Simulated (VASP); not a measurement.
# C (Fd-3m) in VASP: further runs

The runs below take C through single point, with PBEsol.

Everything below comes from runs of VASP 6.6.1. Logs are shortened: lines on timing, memory, paths and dates and some standing lists are left out, and cuts for length are marked.

## Step 1: The cell of the first run

It takes space group Fd-3m (No. 227, cubic). The conventional cell has a = 3.529 Å, b = 3.529 Å, c = 3.529 Å, α = 90.00°, β = 90.00°, γ = 90.00°. Within 2.0 Å of C (site symmetry -43m) lie 4 C at 1.53 Å.

## Step 2: Single point, PBEsol

Contents of INCAR:

```
SYSTEM = C
  PREC = Accurate
  ENCUT = 910
  EDIFF = 1E-6
  ISMEAR = 0
  SIGMA = 0.01
  LREAL = .False.
  LASPH = .True.
  NELM = 120
  ALGO = Normal
  ISIF = 2
  LWAVE = .False.
  LCHARG = .False.
  GGA = PS
  NBANDS = 11
  GGA_COMPAT = .False.
```

Contents of KPOINTS:

```
regular mesh
0
Gamma
  10 10 10
  0 0 0
```

Contents of POSCAR:

```
C
1.0
    0.0000000000      1.7643044309      1.7643044309
    1.7643044309      0.0000000000      1.7643044309
    1.7643044309      1.7643044309      0.0000000000
C
2
Direct
    0.5000000000      0.5000000000      0.5000000000
    0.7500000000      0.7500000000      0.7500000000
```

Potentials or basis: VASP PAW PBE potentials, release 64 (C_h).

Started as:

```bash
$ cat potpaw_PBE.64/C_h/POTCAR > POTCAR
$ mpirun -np 1 vasp_std > vasp.out
```

OUTCAR:

```text
SYSTEM = C
   PREC = Accurate
   ENCUT = 910
   EDIFF = 1E-6
   ISMEAR = 0
   LREAL = .False.
   LASPH = .True.
   NELM = 120
   ISIF = 2
   GGA = PS

 ion  position               nearest neighbor table
   1  0.500  0.500  0.500-
   2  0.750  0.750  0.750-

  LATTYP: Found a face centered cubic cell.
 ALAT       =     3.5286088618

  Lattice vectors:

 A1 = (   0.0000000000,   1.7643044309,   1.7643044309)
 A2 = (   1.7643044309,   0.0000000000,   1.7643044309)
 A3 = (   1.7643044309,   1.7643044309,   0.0000000000)

Analysis of symmetry for initial positions (statically):
=====================================================================
 Subroutine PRICEL returns:
 Original cell was already a primitive cell.

 Routine SETGRP: Setting up the symmetry group for a
 face centered cubic supercell.

 Subroutine GETGRP returns: Found 48 space group operations
 (whereof 24 operations were pure point group operations)
 out of a pool of 48 trial point group operations.

The static configuration has the point symmetry T_d .
 The point group associated with its full space group is O_h .

Analysis of symmetry for dynamics (positions and initial velocities):
=====================================================================
 Subroutine PRICEL returns:
 Original cell was already a primitive cell.

 Routine SETGRP: Setting up the symmetry group for a
 face centered cubic supercell.

 Subroutine GETGRP returns: Found 48 space group operations
 (whereof 24 operations were pure point group operations)
 out of a pool of 48 trial point group operations.

The dynamic configuration has the point symmetry T_d .
 The point group associated with its full space group is O_h .

 Subroutine INISYM returns: Found 48 space group operations
 (whereof 24 operations are pure point group operations),
 and found     1 'primitive' translations

----------------------------------------------------------------------------------------

                                     Primitive cell

  volume of cell :      10.9837

  direct lattice vectors                    reciprocal lattice vectors
     0.000000000  1.764304431  1.764304431    -0.283397803  0.283397803  0.283397803
     1.764304431  0.000000000  1.764304431     0.283397803 -0.283397803  0.283397803
     1.764304431  1.764304431  0.000000000     0.283397803  0.283397803 -0.283397803
[... 84 lines left out ...]
   EDIFF  = 0.1E-05   stopping-criterion for ELM
   LREAL  =      F    real-space projection
   EDIFFG = 0.1E-04   stopping-criterion for IOM
   NSW    =      0    number of steps for IOM
   IBRION =     -1    ionic relax: 0-MD 1-quasi-New 2-CG
   NFREE  =      0    steps in history (QN), initial steepest desc. (CG)
   ISIF   =      2    stress and relaxation
   ISYM   =      2    0-nonsym 1-usesym 2-fastsym
   POTIM  = 0.5000    time-step for ionic-motion
   TEBEG  =    0.0;   TEEND  =   0.0 temperature during run
   PSTRESS=    0.0 pullay stress
   NELECT =       8.0000    total number of electrons
   NUPDOWN=      -1.0000    fix difference up-down
   EMIN   =  10.00;   EMAX   =-10.00  energy-range for DOS
   EFERMI =   0.00;   METHOD = LEGACY
   ISMEAR =     0;   SIGMA  =   0.01  broadening in eV -4-tet -1-fermi 0-gaus
   EFERMI_NEDOS =   21; number of points for ismear=-14 and -15
   IALGO  =     38    algorithm
   IMIX   =      4    mixing-type and parameters
     AMIX     =   0.40;   BMIX     =  1.00
     AMIX_MAG =   1.60;   BMIX_MAG =  1.00
  volume/ion in A,a.u.               =       5.49        37.06
  Fermi-wavevector in a.u.,A,eV,Ry     =   1.472950  2.783472 29.518946  2.169581
  Thomas-Fermi vector in A             =   2.587902
   LORBIT       =      0    0 simple, 1 ext, 2 COOP (PROOUT), +10 PAW based schemes
   GGA     = PS    functional components
   LHFCALC =     F    Hartree Fock is set to
   AEXX    =    0.0000 exact exchange contribution
   IVDW    =     0    specifies the selected vdW correction
   LEPSILON=     F    determine dielectric tensor
   LRPA    =     F    only Hartree local field effects (RPA)
 non-spin polarized calculation
 Gauss-broadening in eV      SIGMA  =   0.01
  energy-cutoff  :      910.00
  volume of cell :       10.98
 maximum number of plane-waves:       701
 NGX is ok and might be reduce to    28
   NGX = 13   NGY = 13   NGZ = 13

 number of electron       8.0000000 magnetization

 Free energy of the ion-electron system (eV)
  ---------------------------------------------------
  ext. energy  EPLUGINS =         0.00000000
  ---------------------------------------------------
  free energy    TOTEN  =       -19.26828347 eV

  energy without entropy =      -19.26828347  energy(sigma->0) =      -19.26828347

 E-fermi :  11.5012     XC(G=0): -13.7371

 val. band max:       11.4304866643   @ k =   0.0000   0.0000   0.0000
 cond. band min:      15.5406172903   @ k =   0.4000   0.4000   0.0000
 fundamental gap:      4.1101306261
 Fermi energy:        11.5012092079

 k-point     1 :       0.0000    0.0000    0.0000
  band No.  band energies     occupation
      1     -10.5268      2.00000
      2      11.4305      2.00000
      3      11.4305      2.00000
      4      11.4305      2.00000
      5      17.0641      0.00000
      6      17.0641      0.00000
      7      17.0641      0.00000
      8      25.5484      0.00000
      9      30.8149      0.00000
     10      38.2252      0.00000
     11      38.2252      0.00000
[... 309 lines left out ...]
 k-point    24 :       0.4000    0.3000    0.0000
  band No.  band energies     occupation
      1      -5.8155      2.00000
      2       3.2641      2.00000
      3       5.2227      2.00000
      4       5.8704      2.00000
      5      16.1959      0.00000
      6      19.4003      0.00000
      7      25.8571      0.00000
      8      25.9494      0.00000
      9      33.7094      0.00000
     10      34.6120      0.00000
     11      42.5322      0.00000

 [... further k-points ...]
[... 5 lines left out ...]
  --------------------------------------------------------------------------------------
  -------------------------------------------------------------------------------------
  Total        0.6862622      0.6862622      0.6862622     -0.0000000      0.0000000     -0.0000000
  in kB      100.1036955    100.1036955    100.1036955     -0.0000000      0.0000000     -0.0000000
  external PRESSURE =     100.1036955 kB  Pullay stress =       0.0000000 kB

 VOLUME and BASIS-vectors are now :
 -----------------------------------------------------------------------------
  energy-cutoff  :      910.00
  volume of cell :       10.98
      direct lattice vectors                 reciprocal lattice vectors
     0.000000000  1.764304431  1.764304431    -0.283397803  0.283397803  0.283397803
     1.764304431  0.000000000  1.764304431     0.283397803 -0.283397803  0.283397803
     1.764304431  1.764304431  0.000000000     0.283397803  0.283397803 -0.283397803

 POSITION                                       TOTAL-FORCE (eV/Angst)
 -----------------------------------------------------------------------------------
      1.76430      1.76430      1.76430        -0.000000     -0.000000     -0.000000
      2.64646      2.64646      2.64646         0.000000      0.000000      0.000000
 -----------------------------------------------------------------------------------
    total drift:                                0.000000      0.000000     -0.000000

  FREE ENERGIE OF THE ION-ELECTRON SYSTEM (eV)
  ---------------------------------------------------
  free  energy   TOTEN  =       -19.2682834689 eV

  energy  without entropy=      -19.2682834689  energy(sigma->0) =      -19.26828347
```

OSZICAR:

```text
N       E                     dE             d eps       ncg     rms          rms(c)
DAV:   1     0.139829951457E+02    0.13983E+02   -0.66901E+03  1042   0.111E+03
DAV:   2    -0.188870637929E+02   -0.32870E+02   -0.31170E+02  1525   0.175E+02
DAV:   3    -0.199635616663E+02   -0.10765E+01   -0.10731E+01  1237   0.255E+01
DAV:   4    -0.199662635923E+02   -0.27019E-02   -0.27018E-02  1117   0.147E+00
DAV:   5    -0.199662665459E+02   -0.29536E-05   -0.29536E-05  1187   0.510E-02    0.488E+00
DAV:   6    -0.194491348923E+02    0.51713E+00   -0.26333E-01  1091   0.357E+00    0.264E+00
DAV:   7    -0.192675628439E+02    0.18157E+00   -0.31888E-01  1145   0.394E+00    0.333E-01
DAV:   8    -0.192682581951E+02   -0.69535E-03   -0.77065E-03  1114   0.804E-01    0.261E-02
DAV:   9    -0.192682765783E+02   -0.18383E-04   -0.15232E-05  1249   0.392E-02    0.158E-02
DAV:  10    -0.192682837278E+02   -0.71495E-05   -0.40287E-06  1136   0.182E-02    0.219E-03
DAV:  11    -0.192682834689E+02    0.25890E-06   -0.11078E-07   637   0.326E-03
   1 F= -.19268283E+02 E0= -.19268283E+02  d E =-.320978E-26
```

Run time: 5.9 s. Hardware: 1 thread of Intel Xeon 6975P-C (Granite Rapids), shared host; peak memory 0.14 GiB.

What came out:

| Quantity | Value |
| --- | --- |
| Free energy | -19.2683 eV |
| Pressure | 10.0 GPa |
| Band gap on the k mesh | 4.11 eV, indirect (least direct gap 5.63 eV) |

Levels at points of the mesh, in eV from the valence-band top:
```
           k point  band 2  band 3  band 4  band 5  band 6  band 7
(0.00, 0.00, 0.00)    0.00    0.00    0.00    5.63    5.63    5.63
(0.50, 0.00, 0.00)  -13.83   -2.89   -2.89    8.52    8.52    9.28
(0.50, 0.50, 0.00)  -13.01   -6.53   -6.53    4.67    4.67   17.28
```

Caveat: the cutoff is under 1.25 times the usual one of these potentials, so pressure, stress and relaxed cells hold a basis-set (Pulay) error; the PAW data sets were made with another functional, which shifts forces and pressure a little. As with any semilocal functional, this PBEsol gap is likely too small.

## Step 3: Single point, PBEsol

This run uses another cell than the first one, of 5.61 Å³/atom, 1.022 times its volume.

Contents of INCAR:

```
SYSTEM = C
PREC = Accurate
ENCUT = 910
EDIFF = 1E-6
ISMEAR = -1
SIGMA = 0.1
LREAL = .FALSE.
LASPH = .TRUE.
NELM = 120
ALGO = Normal
ISIF = 2
LWAVE = .FALSE.
LCHARG = .FALSE.
GGA = PS
NBANDS = 11
GGA_COMPAT = .FALSE.
```

Contents of KPOINTS:

```
regular mesh
0
G
  22 22 22
  0 0 0
```

Contents of POSCAR:

```
C
1.0
    0.0000000000      1.7769046376      1.7769046376
    1.7769046376      0.0000000000      1.7769046376
    1.7769046376      1.7769046376      0.0000000000
C
2
Direct
    0.5000000000      0.5000000000      0.5000000000
    0.7500000000      0.7500000000      0.7500000000
```

Potentials or basis: VASP PAW PBE potentials, release 64 (C_h).

Started as:

```bash
$ cat potpaw_PBE.64/C_h/POTCAR > POTCAR
$ mpirun -np 1 vasp_std > vasp.out
```

Run time: 34 s. Hardware: 1 thread of Intel Xeon 6975P-C (Granite Rapids), shared host; peak memory 0.2 GiB.

It converged, with:

```
Free energy            : -19.2763 eV
Pressure               : 0.0 GPa
Band gap on the k mesh : 4.03 eV, indirect (least direct gap 5.57 eV)
```

Levels at points of the mesh, in eV from the valence-band top:
```tsv
k point	band 2	band 3	band 4	band 5	band 6	band 7
(0.00, 0.00, 0.00)	0.00	0.00	0.00	5.57	5.57	5.57
(0.50, 0.00, 0.00)	-13.58	-2.84	-2.84	8.43	8.43	8.99
(0.50, 0.50, 0.00)	-12.85	-6.40	-6.40	4.63	4.63	16.95
```

Caveat: the cutoff is under 1.25 times the usual one of these potentials, so pressure, stress and relaxed cells hold a basis-set (Pulay) error; the PAW data sets were made with another functional, which shifts forces and pressure a little.
